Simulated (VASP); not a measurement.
# LiCl (I-42m) in VASP: further runs, part 2 of 2

VASP 6.6.1. Earlier steps stand in the parts before.

## 3. Single point, PBE

This run uses another cell than the first one, of 27.52 Å³/atom.

File INCAR:

```
SYSTEM = LiCl
PREC     = Accurate       ! precision mode
ENCUT    = 520            ! plane-wave cutoff, eV
EDIFF    = 1E-6           ! SCF threshold, eV
ISMEAR   = 0              ! smearing method
SIGMA    = 0.1            ! smearing width, eV
LREAL    = .False.        ! projectors in reciprocal space
LASPH    = .True.         ! aspherical terms in the spheres
NELM     = 100            ! most SCF steps
ALGO     = Normal         ! electronic algorithm
ISIF     = 2              ! what is computed and relaxed
LWAVE    = .False.        ! write WAVECAR
LCHARG   = .False.        ! write CHGCAR
GGA      = PE             ! functional
NBANDS   = 36             ! bands
```

File KPOINTS:

```
Automatic mesh
0
Gamma
  4 4 4
  0 0 0
```

File POSCAR:

```
LiCl
1.0
   -3.7462337522      3.7462337522      4.9029240192
    3.7462337522     -3.7462337522      4.9029240192
    3.7462337522      3.7462337522     -4.9029240192
Li Cl
5 5
Direct
    0.1742897437      0.4318918153      0.0000000000
    0.5681081847      0.5681081847      0.7423979284
    0.0000000000      0.0000000000      0.0000000000
    0.8257102563      0.8257102563      0.2576020716
    0.4318918153      0.1742897437      0.0000000000
    0.3319783230      0.3319783230      0.3106806781
    0.9787023550      0.6680216770      0.0000000000
    0.6680216770      0.9787023550      0.0000000000
    0.0212976450      0.0212976450      0.6893193219
    0.5000000000      0.5000000000      0.0000000000
```

Potentials or basis: VASP PAW PBE potentials, release 64 (Li_sv, Cl).

Command:

```bash
$ cat potpaw_PBE.64/Li_sv/POTCAR potpaw_PBE.64/Cl/POTCAR > POTCAR
$ mpirun -np 1 vasp_std > vasp.out
```

OUTCAR:

```text
SYSTEM = LiCl
   PREC = Accurate
   ENCUT = 520
   EDIFF = 1E-6
   ISMEAR = 0
   LREAL = .False.
   LASPH = .True.
   NELM = 100
   ISIF = 2
   GGA = PE

 ion  position               nearest neighbor table
   1  0.174  0.432  0.000-   7 2.30  10 2.36   9 2.47   6 2.47
   2  0.568  0.568  0.742-   6 2.30  10 2.36   8 2.47   7 2.47
   3  0.000  0.000  0.000-   7 2.39   8 2.39   6 2.39   9 2.39
   4  0.826  0.826  0.258-   9 2.30  10 2.36   7 2.47   8 2.47
   5  0.432  0.174  0.000-   8 2.30  10 2.36   9 2.47   6 2.47
   6  0.332  0.332  0.311-   2 2.30   3 2.39   1 2.47   5 2.47
   7  0.979  0.668  0.000-   1 2.30   3 2.39   2 2.47   4 2.47
   8  0.668  0.979  0.000-   5 2.30   3 2.39   4 2.47   2 2.47
   9  0.021  0.021  0.689-   4 2.30   3 2.39   1 2.47   5 2.47
  10  0.500  0.500  0.000-   2 2.36   1 2.36   4 2.36   5 2.36

  LATTYP: Found a body centered tetragonal cell.
 ALAT       =     7.4924675044
 C/A-ratio  =     1.3087608365

  Lattice vectors:

 A1 = (  -3.7462337522,   3.7462337522,   4.9029240192)
 A2 = (   3.7462337522,  -3.7462337522,   4.9029240192)
 A3 = (   3.7462337522,   3.7462337522,  -4.9029240192)

Analysis of symmetry for initial positions (statically):
=====================================================================
 Subroutine PRICEL returns:
 Original cell was already a primitive cell.

 Routine SETGRP: Setting up the symmetry group for a
 body centered tetragonal supercell.

 Subroutine GETGRP returns: Found  8 space group operations
 (whereof  8 operations were pure point group operations)
 out of a pool of 16 trial point group operations.

The static configuration has the point symmetry D_2d.

Analysis of symmetry for dynamics (positions and initial velocities):
=====================================================================
 Subroutine PRICEL returns:
 Original cell was already a primitive cell.

[... 137 lines left out ...]
   LHFCALC =     F    Hartree Fock is set to
   AEXX    =    0.0000 exact exchange contribution
   IVDW    =     0    specifies the selected vdW correction
   LEPSILON=     F    determine dielectric tensor
   LRPA    =     F    only Hartree local field effects (RPA)
 non-spin polarized calculation
 Gauss-broadening in eV      SIGMA  =   0.10
  energy-cutoff  :      520.00
  volume of cell :      275.24
 maximum number of plane-waves:      7456
 NGX is ok and might be reduce to    54
   NGX = 27   NGY = 27   NGZ = 27

 number of electron      49.9999999 magnetization

 Free energy of the ion-electron system (eV)
  ---------------------------------------------------
  ext. energy  EPLUGINS =         0.00000000
  ---------------------------------------------------
  free energy    TOTEN  =       -36.43901571 eV

  energy without entropy =      -36.43901571  energy(sigma->0) =      -36.43901571

 E-fermi :  -2.2651     XC(G=0):  -6.3475

 val. band max:       -2.7149565357   @ k =   0.5000   0.5000   0.0000
 cond. band min:       2.8948734327   @ k =   0.0000   0.0000   0.0000
 fundamental gap:      5.6098299684
 Fermi energy:        -2.2650682338

 k-point     1 :       0.0000    0.0000    0.0000
  band No.  band energies     occupation
      1     -45.8582      2.00000
      2     -45.8576      2.00000
      3     -45.8468      2.00000
      4     -45.8468      2.00000
      5     -45.8186      2.00000
      6     -15.3640      2.00000
[... 496 lines left out ...]
     35       7.2644      0.00000
     36       7.2680      0.00000

------------------------ aborting loop because EDIFF is reached ----------------------------------------

  FORCE on cell =-STRESS in cart. coord.  units (eV):
  Direction    XX          YY          ZZ          XY          YZ          ZX
  --------------------------------------------------------------------------------------
  -------------------------------------------------------------------------------------
  Total        0.0298121      0.0298121     -0.0041692      0.0000000     -0.0000000      0.0000000
  in kB        0.1735397      0.1735397     -0.0242695      0.0000000     -0.0000000      0.0000000
  external PRESSURE =       0.1076033 kB  Pullay stress =       0.0000000 kB

 VOLUME and BASIS-vectors are now :
 -----------------------------------------------------------------------------
  energy-cutoff  :      520.00
  volume of cell :      275.24
      direct lattice vectors                 reciprocal lattice vectors
    -3.746233752  3.746233752  4.902924019     0.000000000  0.133467379  0.101979961
     3.746233752 -3.746233752  4.902924019     0.133467379  0.000000000  0.101979961
     3.746233752  3.746233752 -4.902924019     0.133467379  0.133467379  0.000000000

 POSITION                                       TOTAL-FORCE (eV/Angst)
 -----------------------------------------------------------------------------------
      0.96504     -0.96504      2.97206        -0.005538      0.005538     -0.008160
      2.78120      2.78120      1.93086         0.005538      0.005538      0.008160
      0.00000      0.00000      0.00000         0.000000     -0.000000     -0.000000
      0.96504      0.96504      6.83379        -0.005538     -0.005538      0.008160
     -0.96504      0.96504      2.97206         0.005538     -0.005538     -0.008160
      1.16388      1.16388      1.73209        -0.005598     -0.005598     -0.001997
     -1.16388      1.16388      8.07376         0.005598     -0.005598      0.001997
      1.16388     -1.16388      8.07376        -0.005598      0.005598      0.001997
      2.58235      2.58235     -3.17084         0.005598      0.005598     -0.001997
      0.00000      0.00000      4.90292         0.000000     -0.000000     -0.000000
 -----------------------------------------------------------------------------------
    total drift:                               -0.000000     -0.000000      0.000000

  FREE ENERGIE OF THE ION-ELECTRON SYSTEM (eV)
  ---------------------------------------------------
  free  energy   TOTEN  =       -36.4390157147 eV

  energy  without entropy=      -36.4390157147  energy(sigma->0) =      -36.43901571
```

OSZICAR:

```text
N       E                     dE             d eps       ncg     rms          rms(c)
DAV:   1     0.417476958504E+03    0.41748E+03   -0.19495E+04   936   0.127E+03
DAV:   2     0.248663694653E+02   -0.39261E+03   -0.37154E+03  1184   0.290E+02
DAV:   3    -0.298512165646E+02   -0.54718E+02   -0.54493E+02  1204   0.103E+02
DAV:   4    -0.367249874001E+02   -0.68738E+01   -0.68401E+01  1808   0.324E+01
DAV:   5    -0.375864641356E+02   -0.86148E+00   -0.86117E+00  1392   0.908E+00    0.563E+00
DAV:   6    -0.365104081224E+02    0.10761E+01   -0.22127E+00  1272   0.578E+00    0.419E+00
DAV:   7    -0.363792409300E+02    0.13117E+00   -0.83238E-01  1416   0.307E+00    0.249E+00
DAV:   8    -0.364246628672E+02   -0.45422E-01   -0.12433E-01  1172   0.167E+00    0.517E-01
DAV:   9    -0.364306046422E+02   -0.59418E-02   -0.18853E-02  1376   0.526E-01    0.250E-01
DAV:  10    -0.364382511337E+02   -0.76465E-02   -0.51353E-03  1028   0.366E-01    0.873E-02
DAV:  11    -0.364389129068E+02   -0.66177E-03   -0.63361E-04  1144   0.137E-01    0.458E-02
DAV:  12    -0.364390176786E+02   -0.10477E-03   -0.25753E-04  1204   0.829E-02    0.206E-02
DAV:  13    -0.364390131197E+02    0.45590E-05   -0.25800E-05  1280   0.248E-02    0.172E-02
DAV:  14    -0.364390151193E+02   -0.19996E-05   -0.11372E-05  1172   0.153E-02    0.605E-03
DAV:  15    -0.364390157147E+02   -0.59537E-06   -0.24347E-06   992   0.800E-03
   1 F= -.36439016E+02 E0= -.36439016E+02  d E =-.740758E-11
```

Run time: 2.4 min. Hardware: 1 thread of Intel Xeon Platinum 8488C (Sapphire Rapids), shared host; peak memory 0.42 GiB.

What came out:

- Free energy: -36.4390 eV
- Largest force: 0.011 eV/Å
- Band gap on the k mesh: 5.61 eV (least direct gap 5.62 eV)

Forces on the atoms (eV/Å):
```
Li  -0.006  0.006 -0.008
Li   0.006  0.006  0.008
Li   0.000  0.000  0.000
Li  -0.006 -0.006  0.008
Li   0.006 -0.006 -0.008
Cl  -0.006 -0.006 -0.002
Cl   0.006 -0.006  0.002
Cl  -0.006  0.006  0.002
Cl   0.006  0.006 -0.002
Cl   0.000  0.000  0.000
```

Levels at points of the mesh, in eV from the valence-band top:
| k point | band 22 | band 23 | band 24 | band 25 | band 26 | band 27 | band 28 | band 29 |
| --- | --- | --- | --- | --- | --- | --- | --- | --- |
| (0.00, 0.00, 0.00) | -0.26 | -0.06 | -0.01 | -0.01 | 5.61 | 7.67 | 8.50 | 8.50 |
| (0.50, 0.00, 0.00) | -0.41 | -0.32 | -0.24 | -0.15 | 6.92 | 6.93 | 7.96 | 8.01 |
| (0.50, 0.50, 0.00) | -0.38 | -0.32 | -0.17 | 0.00 | 7.17 | 7.30 | 7.56 | 8.16 |
| (0.50, 0.50, 0.50) | -0.37 | -0.37 | -0.30 | -0.13 | 7.02 | 7.06 | 7.40 | 7.40 |

Caveat: the cutoff is under 1.25 times the usual one of these potentials, so pressure, stress and relaxed cells hold a basis-set (Pulay) error.

## 4. Single point, PBE

This run uses another cell than the first one, of 27.58 Å³/atom.

File INCAR:

```
SYSTEM = LiCl
ALGO = Normal ; EDIFF = 1E-7
ENCUT = 520 ; GGA = PE
ISIF = 2 ; ISMEAR = 0
LASPH = .TRUE. ; LCHARG = .FALSE.
LREAL = .FALSE. ; LWAVE = .FALSE.
NBANDS = 36 ; NELM = 100
PREC = Accurate ; SIGMA = 0.02
```

File KPOINTS:

```
k-points
0
G
  4 4 4
  0 0 0
```

File POSCAR:

```
LiCl
1.0
   -3.7489058348      3.7489058348      4.9064479682
    3.7489058348     -3.7489058348      4.9064479682
    3.7489058348      3.7489058348     -4.9064479682
Li Cl
5 5
Direct
    0.1742358371      0.4318291450      0.0000000000
    0.5681708550      0.5681708550      0.7424066922
    0.0000000000      0.0000000000      0.0000000000
    0.8257641629      0.8257641629      0.2575933078
    0.4318291450      0.1742358371      0.0000000000
    0.3318913001      0.3318913001      0.3105797654
    0.9786884653      0.6681086999      0.0000000000
    0.6681086999      0.9786884653      0.0000000000
    0.0213115347      0.0213115347      0.6894202346
    0.5000000000      0.5000000000      0.0000000000
```

Potentials or basis: VASP PAW PBE potentials, release 64 (Li_sv, Cl).

Command:

```bash
$ cat potpaw_PBE.64/Li_sv/POTCAR potpaw_PBE.64/Cl/POTCAR > POTCAR
$ mpirun -np 1 vasp_std > vasp.out
```

OUTCAR:

```text
SYSTEM = LiCl
   EDIFF = 1E-7
   ENCUT = 520
   GGA = PE
   ISIF = 2
   ISMEAR = 0
   LASPH = .TRUE.
   LREAL = .FALSE.
   NELM = 100
   PREC = Accurate

 ion  position               nearest neighbor table
   1  0.174  0.432  0.000-   7 2.30  10 2.37   9 2.47   6 2.47
   2  0.568  0.568  0.742-   6 2.30  10 2.37   8 2.47   7 2.47
   3  0.000  0.000  0.000-   6 2.39   9 2.39   8 2.39   7 2.39
   4  0.826  0.826  0.258-   9 2.30  10 2.37   7 2.47   8 2.47
   5  0.432  0.174  0.000-   8 2.30  10 2.37   9 2.47   6 2.47
   6  0.332  0.332  0.311-   2 2.30   3 2.39   1 2.47   5 2.47
   7  0.979  0.668  0.000-   1 2.30   3 2.39   4 2.47   2 2.47
[... 716 lines left out ...]

 VOLUME and BASIS-vectors are now :
 -----------------------------------------------------------------------------
  energy-cutoff  :      520.00
  volume of cell :      275.83
      direct lattice vectors                 reciprocal lattice vectors
    -3.748905835  3.748905835  4.906447968     0.000000000  0.133372248  0.101906716
     3.748905835 -3.748905835  4.906447968     0.133372248  0.000000000  0.101906716
     3.748905835  3.748905835 -4.906447968     0.133372248  0.133372248  0.000000000

 POSITION                                       TOTAL-FORCE (eV/Angst)
 -----------------------------------------------------------------------------------
      0.96569     -0.96569      2.97363        -0.004790      0.004790     -0.005926
      2.78321      2.78321      1.93282         0.004790      0.004790      0.005926
      0.00000      0.00000      0.00000         0.000000     -0.000000     -0.000000
      0.96569      0.96569      6.83927        -0.004790     -0.004790      0.005926
     -0.96569      0.96569      2.97363         0.004790     -0.004790     -0.005926
      1.16433      1.16433      1.73297        -0.004929     -0.004929     -0.000053
     -1.16433      1.16433      8.07992         0.004929     -0.004929      0.000053
      1.16433     -1.16433      8.07992        -0.004929      0.004929      0.000053
      2.58457      2.58457     -3.17348         0.004929      0.004929     -0.000053
      0.00000      0.00000      4.90645         0.000000     -0.000000     -0.000000
 -----------------------------------------------------------------------------------
    total drift:                               -0.000000     -0.000000      0.000001

  FREE ENERGIE OF THE ION-ELECTRON SYSTEM (eV)
  ---------------------------------------------------
  free  energy   TOTEN  =       -36.4392687384 eV

  energy  without entropy=      -36.4392687384  energy(sigma->0) =      -36.43926874
```

OSZICAR:

```text
N       E                     dE             d eps       ncg     rms          rms(c)
DAV:   1     0.424401839148E+03    0.42440E+03   -0.19587E+04   936   0.127E+03
DAV:   2     0.247733993611E+02   -0.39963E+03   -0.38019E+03  1216   0.295E+02
DAV:   3    -0.303620083886E+02   -0.55135E+02   -0.54906E+02  1272   0.104E+02
DAV:   4    -0.366647441803E+02   -0.63027E+01   -0.62684E+01  1792   0.324E+01
DAV:   5    -0.375824353395E+02   -0.91769E+00   -0.91735E+00  1384   0.925E+00    0.563E+00
DAV:   6    -0.365110486100E+02    0.10714E+01   -0.22577E+00  1248   0.579E+00    0.418E+00
DAV:   7    -0.363790824795E+02    0.13197E+00   -0.82414E-01  1408   0.305E+00    0.249E+00
DAV:   8    -0.364251802265E+02   -0.46098E-01   -0.12773E-01  1176   0.168E+00    0.534E-01
DAV:   9    -0.364307716588E+02   -0.55914E-02   -0.18985E-02  1376   0.523E-01    0.250E-01
DAV:  10    -0.364385610232E+02   -0.77894E-02   -0.54617E-03  1036   0.375E-01    0.930E-02
DAV:  11    -0.364391641022E+02   -0.60308E-03   -0.61762E-04  1128   0.135E-01    0.477E-02
DAV:  12    -0.364392679221E+02   -0.10382E-03   -0.24829E-04  1244   0.803E-02    0.183E-02
DAV:  13    -0.364392664348E+02    0.14872E-05   -0.22973E-05  1256   0.232E-02    0.168E-02
DAV:  14    -0.364392686927E+02   -0.22579E-05   -0.10232E-05  1220   0.152E-02    0.631E-03
DAV:  15    -0.364392689360E+02   -0.24332E-06   -0.22606E-06  1056   0.722E-03    0.219E-03
DAV:  16    -0.364392688218E+02    0.11421E-06   -0.14547E-07   932   0.193E-03    0.116E-03
DAV:  17    -0.364392687384E+02    0.83425E-07   -0.83470E-08   792   0.145E-03
   1 F= -.36439269E+02 E0= -.36439269E+02  d E =-.482000E-53
```

stdout:

```text
POSCAR found type information on POSCAR LiCl
 POSCAR found :  2 types and      10 ions
 scaLAPACK will be used
 LDA part: xc-table for (Slater+PW92), standard interpolation
 POSCAR, INCAR and KPOINTS ok, starting setup
 FFT: planning ... GRIDC
 FFT: planning ... GRID_SOFT
 FFT: planning ... GRID
 WAVECAR not read
 entering main loop
```

Run time: 2.8 min. Hardware: 1 thread of Intel Xeon Platinum 8488C (Sapphire Rapids), shared host; peak memory 0.42 GiB.

Results:

| Item | Value |
| --- | --- |
| Free energy | -36.4393 eV |
| Largest force | 0.009 eV/Å |
| Band gap on the k mesh | 5.61 eV (least direct gap 5.62 eV) |

Forces on the atoms (eV/Å):
```
Li  -0.005  0.005 -0.006
Li   0.005  0.005  0.006
Li   0.000  0.000  0.000
Li  -0.005 -0.005  0.006
Li   0.005 -0.005 -0.006
Cl  -0.005 -0.005  0.000
Cl   0.005 -0.005  0.000
Cl  -0.005  0.005  0.000
Cl   0.005  0.005  0.000
Cl   0.000  0.000  0.000
```

Levels at points of the mesh, in eV from the valence-band top:
| k point | band 23 | band 24 | band 25 | band 26 | band 27 | band 28 |
| --- | --- | --- | --- | --- | --- | --- |
| (0.00, 0.00, 0.00) | -0.06 | -0.01 | -0.01 | 5.61 | 7.67 | 8.49 |
| (0.50, 0.00, 0.00) | -0.32 | -0.24 | -0.15 | 6.91 | 6.93 | 7.96 |
| (0.50, 0.50, 0.00) | -0.32 | -0.17 | 0.00 | 7.16 | 7.29 | 7.56 |
| (0.50, 0.50, 0.50) | -0.37 | -0.30 | -0.13 | 7.01 | 7.05 | 7.39 |

Caveat: the cutoff is under 1.25 times the usual one of these potentials, so pressure, stress and relaxed cells hold a basis-set (Pulay) error. A k mesh can miss the band edges.

## 5. The runs side by side

```csv
cell,smearing,gap on the mesh (eV),largest force (eV/Å)
"a = 6.565 Å, angles 117.6, 117.6, 94.2°, 10 atoms, atomic positions A",gaussian 0.1 eV,5.38,4.11
"a = 7.219 Å, angles 117.5, 117.5, 94.4°, 10 atoms, atomic positions B",gaussian 0.1 eV,5.61,0.01
"a = 7.224 Å, angles 117.5, 117.5, 94.4°, 10 atoms, atomic positions C",gaussian 0.02 eV,5.61,0.01
```

Alike in all rows: task single point; level PBE; potentials or basis VASP PAW PBE potentials, release 64 (Li_sv, Cl); no spin polarisation; k mesh 4 × 4 × 4; cutoff (eV) 520.

Caveats: the cutoff is under 1.25 times the usual one of these potentials, so pressure, stress and relaxed cells hold a basis-set (Pulay) error; forces of over 1 eV/Å act on the atoms, so gaps and moduli don't describe the material at rest (at least some runs).

Absolute energies hang on the potentials; compare differences alone.
